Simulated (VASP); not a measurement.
# Fe (Im-3m) in VASP: further runs, part 2 of 3

VASP 6.6.1. The steps go on from the part before.

## Step 4: Single point, b88 exchange, pbe correlation, collinear spin, ferromagnetic start

This run uses another cell than the first one, of 12.02 Å³/atom.

INCAR

```
SYSTEM = Fe
PREC = Accurate
ENCUT = 600
EDIFF = 1E-6
ISMEAR = -1
SIGMA = 0.05
LREAL = .False.
LASPH = .True.
NELM = 200
ALGO = Normal
ISIF = 2
LWAVE = .False.
LCHARG = .False.
ISPIN = 2
MAGMOM = 3
LORBIT = 11
LMAXMIX = 4
GGA = LIBXC
LIBXC1 = GGA_X_B88
LIBXC2 = GGA_C_PBE
NBANDS = 14
GGA_COMPAT = .False.
```

KPOINTS

```
Automatic mesh
0
Gamma
  13 13 13
  0 0 0
```

POSCAR

```
Fe
1.0
   -1.4430000000      1.4430000000      1.4430000000
    1.4430000000     -1.4430000000      1.4430000000
    1.4430000000      1.4430000000     -1.4430000000
Fe
1
Direct
    0.0000000000      0.0000000000      0.0000000000
```

Potentials or basis: VASP PAW PBE potentials, release 64 (Fe).

On the command line:

```sh
$ cat potpaw_PBE.64/Fe/POTCAR > POTCAR
$ mpirun -np 1 vasp_std > vasp.out
```

OUTCAR:

```text
SYSTEM = Fe
   PREC = Accurate
   ENCUT = 600
   EDIFF = 1E-6
   ISMEAR = -1
   LREAL = .False.
   LASPH = .True.
   NELM = 200
   ISIF = 2
   ISPIN = 2
   LORBIT = 11
   GGA = LIBXC

 ion  position               nearest neighbor table
   1  0.000  0.000  0.000-

  LATTYP: Found a body centered cubic cell.
 ALAT       =     2.8860000000

  Lattice vectors:

 A1 = (  -1.4430000000,   1.4430000000,   1.4430000000)
 A2 = (   1.4430000000,  -1.4430000000,   1.4430000000)
 A3 = (   1.4430000000,   1.4430000000,  -1.4430000000)

Analysis of symmetry for initial positions (statically):
=====================================================================
 Subroutine PRICEL returns:
 Original cell was already a primitive cell.

 Routine SETGRP: Setting up the symmetry group for a
 body centered cubic supercell.

 Subroutine GETGRP returns: Found 48 space group operations
 (whereof 48 operations were pure point group operations)
 out of a pool of 48 trial point group operations.

The static configuration has the point symmetry O_h .

Analysis of symmetry for dynamics (positions and initial velocities):
=====================================================================
 Subroutine PRICEL returns:
 Original cell was already a primitive cell.

 Routine SETGRP: Setting up the symmetry group for a
 body centered cubic supercell.

 Subroutine GETGRP returns: Found 48 space group operations
 (whereof 48 operations were pure point group operations)
 out of a pool of 48 trial point group operations.

The dynamic configuration has the point symmetry O_h .

Analysis of structural, dynamic, and magnetic symmetry:
=====================================================================
 Subroutine PRICEL returns:
 Original cell was already a primitive cell.

 Routine SETGRP: Setting up the symmetry group for a
 body centered cubic supercell.

 Subroutine GETGRP returns: Found 48 space group operations
 (whereof 48 operations were pure point group operations)
 out of a pool of 48 trial point group operations.

The overall configuration has the point symmetry O_h .

 Subroutine INISYM returns: Found 48 space group operations
 (whereof 48 operations are pure point group operations),
 and found     1 'primitive' translations

----------------------------------------------------------------------------------------

                                     Primitive cell

  volume of cell :      12.0187

  direct lattice vectors                    reciprocal lattice vectors
    -1.443000000  1.443000000  1.443000000     0.000000000  0.346500347  0.346500347
     1.443000000 -1.443000000  1.443000000     0.346500347  0.000000000  0.346500347
     1.443000000  1.443000000 -1.443000000     0.346500347  0.346500347  0.000000000

  length of vectors
     2.499349315  2.499349315  2.499349315     0.490025489  0.490025489  0.490025489

  position of ions in fractional coordinates (direct lattice)
     0.000000000  0.000000000  0.000000000

  ion indices of the primitive-cell ions
   primitive index   ion index
                 1           1

----------------------------------------------------------------------------------------

 KPOINTS: Automatic mesh

Automatic generation of k-mesh.
 Grid dimensions read from file:
 generate k-points for:   13   13   13

[... 71 lines left out ...]
   POTIM  = 0.5000    time-step for ionic-motion
   TEBEG  =    0.0;   TEEND  =   0.0 temperature during run
   PSTRESS=    0.0 pullay stress
   NELECT =       8.0000    total number of electrons
   NUPDOWN=      -1.0000    fix difference up-down
   EMIN   =  10.00;   EMAX   =-10.00  energy-range for DOS
   EFERMI =   0.00;   METHOD = LEGACY
   ISMEAR =    -1;   SIGMA  =   0.05  broadening in eV -4-tet -1-fermi 0-gaus
   EFERMI_NEDOS =   21; number of points for ismear=-14 and -15
   IALGO  =     38    algorithm
   IMIX   =      4    mixing-type and parameters
     AMIX     =   0.40;   BMIX     =  1.00
     AMIX_MAG =   1.60;   BMIX_MAG =  1.00
  volume/ion in A,a.u.               =      12.02        81.11
  Fermi-wavevector in a.u.,A,eV,Ry     =   1.429394  2.701162 27.798962  2.043166
  Thomas-Fermi vector in A             =   2.549352
   LORBIT       =     11    0 simple, 1 ext, 2 COOP (PROOUT), +10 PAW based schemes
   GGA     = LIBXC    functional components
   LHFCALC =     F    Hartree Fock is set to
   AEXX    =    0.0000 exact exchange contribution
   IVDW    =     0    specifies the selected vdW correction
   LEPSILON=     F    determine dielectric tensor
   LRPA    =     F    only Hartree local field effects (RPA)
 spin polarized calculation
  energy-cutoff  :      600.00
  volume of cell :       12.02
 maximum number of plane-waves:       415
   NGX =  9   NGY =  9   NGZ =  9

 number of electron       7.9999995 magnetization       2.2733991

 Free energy of the ion-electron system (eV)
  ---------------------------------------------------
  ext. energy  EPLUGINS =         0.00000000
  ---------------------------------------------------
  free energy    TOTEN  =        -8.11280360 eV

  energy without entropy =       -8.10237800  energy(sigma->0) =       -8.10759080

 E-fermi :   5.1824     XC(G=0): -12.8172

 val. band max:        5.1807395827   @ k =  -0.4615  -0.4615   0.3077
 cond. band min:       5.1889314831   @ k =  -0.4615   0.4615   0.4615
 fundamental gap:      0.0081919004
 Fermi energy:         5.1823694149

 spin component 1

 k-point     1 :       0.0000    0.0000    0.0000
  band No.  band energies     occupation
      1      -2.8728      1.00000
      2       2.9998      1.00000
      3       2.9998      1.00000
      4       2.9998      1.00000
      5       4.1033      1.00000
      6       4.1033      1.00000
      7      29.7403      0.00000
      8      29.7403      0.00000
      9      29.7403      0.00000
     10      34.4631      0.00000
     11      34.4631      0.00000
     12      36.4026      0.00000
     13      36.4027      0.00000
     14      36.4027      0.00000
[... 379 lines left out ...]
      3       2.6215      1.00000
      4       4.0647      1.00000
      5       4.1982      1.00000
      6       5.2609      0.17224
      7      18.0874      0.00000
      8      22.1541      0.00000
      9      23.7138      0.00000
     10      31.2969      0.00000
     11      34.9473      0.00000
     12      37.2589      0.00000
     13      39.0862      0.00000
     14      42.3155      0.00000

 [... further k-points ...]

 spin component 2

 k-point     1 :       0.0000    0.0000    0.0000
  band No.  band energies     occupation
      1      -2.6992      1.00000
      2       4.9856      0.98085
      3       4.9857      0.98081
      4       4.9857      0.98081
      5       6.9225      0.00000
      6       6.9227      0.00000
      7      29.4616      0.00000
      8      29.4616      0.00000
      9      29.4616      0.00000
     10      34.6532      0.00000
     11      34.6532      0.00000
     12      37.0756      0.00000
     13      37.0756      0.00000
     14      37.0790      0.00000
[... 379 lines left out ...]
      3       4.2754      1.00000
      4       6.7335      0.00000
      5       7.0343      0.00000
      6       7.2944      0.00000
      7      18.8404      0.00000
      8      22.5401      0.00000
      9      24.4345      0.00000
     10      31.3130      0.00000
     11      35.5260      0.00000
     12      37.5153      0.00000
     13      39.3938      0.00000
     14      42.8122      0.00000

 [... further k-points ...]

------------------------ aborting loop because EDIFF is reached ----------------------------------------

  FORCE on cell =-STRESS in cart. coord.  units (eV):
  Direction    XX          YY          ZZ          XY          YZ          ZX
  --------------------------------------------------------------------------------------
  -------------------------------------------------------------------------------------
  Total       -0.7218315     -0.7218315     -0.7218315     -0.0000000      0.0000000      0.0000000
  in kB      -96.2248875    -96.2248875    -96.2248875     -0.0000000      0.0000000      0.0000000
  external PRESSURE =     -96.2248875 kB  Pullay stress =       0.0000000 kB

 VOLUME and BASIS-vectors are now :
 -----------------------------------------------------------------------------
  energy-cutoff  :      600.00
  volume of cell :       12.02
      direct lattice vectors                 reciprocal lattice vectors
    -1.443000000  1.443000000  1.443000000     0.000000000  0.346500347  0.346500347
     1.443000000 -1.443000000  1.443000000     0.346500347  0.000000000  0.346500347
     1.443000000  1.443000000 -1.443000000     0.346500347  0.346500347  0.000000000

 POSITION                                       TOTAL-FORCE (eV/Angst)
 -----------------------------------------------------------------------------------
      0.00000      0.00000      0.00000         0.000000     -0.000000      0.000000
 -----------------------------------------------------------------------------------
    total drift:                                0.000000      0.000000      0.000000

  FREE ENERGIE OF THE ION-ELECTRON SYSTEM (eV)
  ---------------------------------------------------
  free  energy   TOTEN  =        -8.1128036031 eV

  energy  without entropy=       -8.1023779977  energy(sigma->0) =       -8.10759080

 total charge

# of ion       s       p       d       tot
------------------------------------------
    1        0.464   0.490   6.211   7.164

 magnetization (x)

# of ion       s       p       d       tot
------------------------------------------
    1       -0.014  -0.056   2.350   2.281
```

OSZICAR:

```text
N       E                     dE             d eps       ncg     rms          rms(c)
DAV:   1     0.248068207989E+02    0.24807E+02   -0.41196E+03  5016   0.764E+02
DAV:   2    -0.785676947120E+01   -0.32664E+02   -0.30007E+02  5130   0.138E+02
DAV:   3    -0.894284608827E+01   -0.10861E+01   -0.10786E+01  5718   0.255E+01
DAV:   4    -0.894691555633E+01   -0.40695E-02   -0.40691E-02  5430   0.140E+00
DAV:   5    -0.894693561339E+01   -0.20057E-04   -0.20057E-04  5712   0.103E-01    0.106E+01
DAV:   6    -0.821495429222E+01    0.73198E+00   -0.10464E+01  5820   0.366E+01    0.593E+00
DAV:   7    -0.812551996031E+01    0.89434E-01   -0.79883E-01  5790   0.979E+00    0.330E+00
DAV:   8    -0.811898453547E+01    0.65354E-02   -0.89628E-03  5576   0.554E-01    0.135E+00
DAV:   9    -0.811295460974E+01    0.60299E-02   -0.10015E-02  6208   0.522E-01    0.340E-01
DAV:  10    -0.811276828430E+01    0.18633E-03   -0.65868E-04  5766   0.322E-01    0.799E-02
DAV:  11    -0.811280200945E+01   -0.33725E-04   -0.12323E-04  5874   0.113E-01    0.450E-02
DAV:  12    -0.811280290367E+01   -0.89422E-06   -0.12907E-05  5142   0.366E-02    0.130E-02
DAV:  13    -0.811280360310E+01   -0.69944E-06   -0.77810E-07  3672   0.844E-03
   1 F= -.81128036E+01 E0= -.81075908E+01  d E =-.104256E-01  mag=     2.2725
```

stdout:

```text
POSCAR found type information on POSCAR Fe
 POSCAR found :  1 types and       1 ions
 scaLAPACK will be used
 -----------------------------------------------------------------------------
|                                                                             |
|                                                                             |
|     You enforced a specific xc type in the INCAR file but a different       |
|     I HOPE YOU KNOW WHAT YOU ARE DOING!                                     |
|                                                                             |
 -----------------------------------------------------------------------------

 LDA part: xc-table for (None,None), standard interpolation
 POSCAR, INCAR and KPOINTS ok, starting setup
 FFT: planning ... GRIDC
 FFT: planning ... GRID_SOFT
 FFT: planning ... GRID
 WAVECAR not read
 entering main loop
```

Wall time 26 s (1 thread of Intel Xeon 6975P-C (Granite Rapids), shared host); peak memory 0.15 GiB.

Results:

```
Free energy                                           : -8.1128 eV
Pressure                                              : -9.6 GPa
Net moment                                            : 2.27 μB per cell
Site moments                                          : Fe +2.28 μB
Valence electrons inside the program's atomic spheres : Fe 7.16
```

Caveat: the cell stands under tension; the PAW data sets were made with another functional, which shifts forces and pressure a little.

## Step 5: Single point, b88 exchange, pbe correlation, collinear spin, ferromagnetic start

This run uses another cell than the first one, of 12.26 Å³/atom.

INCAR

```
PREC     = Accurate       # precision mode
ENCUT    = 600            # plane-wave cutoff, eV
EDIFF    = 1E-6           # SCF threshold, eV
ISMEAR   = -1             # smearing method
SIGMA    = 0.05           # smearing width, eV
LREAL    = F              # projectors in reciprocal space
LASPH    = T              # aspherical terms in the spheres
NELM     = 200            # most SCF steps
ALGO     = Normal         # electronic algorithm
ISIF     = 2              # what is computed and relaxed
LWAVE    = F              # write WAVECAR
LCHARG   = F              # write CHGCAR
ISPIN    = 2              # spin polarisation
MAGMOM   = 3              # initial moments
LORBIT   = 11             # projections on sites
LMAXMIX  = 4              # l up to which the mixer works
GGA      = LIBXC          # functional
LIBXC1   = GGA_X_B88    
LIBXC2   = GGA_C_PBE    
NBANDS   = 14             # bands
GGA_COMPAT= F
```

KPOINTS

```
Automatic mesh
0
Gamma
  13 13 13
```

POSCAR

```
Fe
1.0
   -1.4525565699      1.4525565699      1.4525565699
    1.4525565699     -1.4525565699      1.4525565699
    1.4525565699      1.4525565699     -1.4525565699
Fe
1
Direct
    0.0000000000      0.0000000000      0.0000000000
```

On the command line:

```sh
$ cat potpaw_PBE.64/Fe/POTCAR > POTCAR
$ mpirun -np 1 vasp_std > vasp.out
```

It took 16 s on 1 thread of Intel Xeon 6975P-C (Granite Rapids), shared host; peak memory 0.15 GiB.

Results (log left out):

| Item | Value |
| --- | --- |
| Free energy | -8.0971 eV |
| Pressure | -11.5 GPa |
| Net moment | 2.35 μB per cell |
| Site moments | Fe +2.36 μB |
| Valence electrons inside the program's atomic spheres | Fe 7.13 |

Levels at points of the mesh, in eV from the Fermi level:
Spin up:
```csv
k point,band 3,band 4,band 5,band 6,band 7,band 8
"(0.00, 0.00, 0.00)",-2.17,-2.17,-1.08,-1.08,24.36,24.36
```
Spin down:
| k point | band 1 | band 2 | band 3 | band 4 | band 5 | band 6 | band 7 |
| --- | --- | --- | --- | --- | --- | --- | --- |
| (0.00, 0.00, 0.00) | -7.77 | -0.10 | -0.09 | -0.09 | 1.78 | 1.78 | 24.08 |

Caveat: the cell stands under tension; the PAW data sets were made with another functional, which shifts forces and pressure a little.

(Continued in part 3 of 3.)
